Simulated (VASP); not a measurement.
Runs of VASP 6.6.1 on W. The structure is that of space group Im-3m (No. 229), or close to it. The cells are those of the table. 

| cell | gap on the mesh (eV) | pressure (GPa) |
| --- | --- | --- |
| a = 2.882 Å, angles 108.8, 108.8, 110.8°, 1 atom | none | -30.1 |
| a = 2.905 Å, angles 109.5°, 1 atom | none | (b) |
| a = 2.721 Å, angles 108.1, 108.1, 112.2°, 1 atom | none | (a) |
| a = 2.744 Å, angles 108.8, 108.8, 110.8°, 1 atom | none | 5.4 |
| a = 2.790 Å, angles 110.1, 110.1, 108.1°, 1 atom | none | -9.4 |

Alike in all rows: task single point; level PBE; potentials or basis VASP PAW PBE potentials, release 64 (W_sv); no spin polarisation; k mesh 20 × 20 × 20; cutoff (eV) 500; smearing gaussian 0.15 eV.

Q: Estimate the missing entries.

A: (a) 14.7; (b) -33.9.

Caveats: spin-orbit coupling is left out, which moves the levels of the heavy elements.

A k mesh can miss the band edges, and the runs leave out spin-orbit coupling on W.

A gap of «none» marks levels without a gap at the run's occupations.
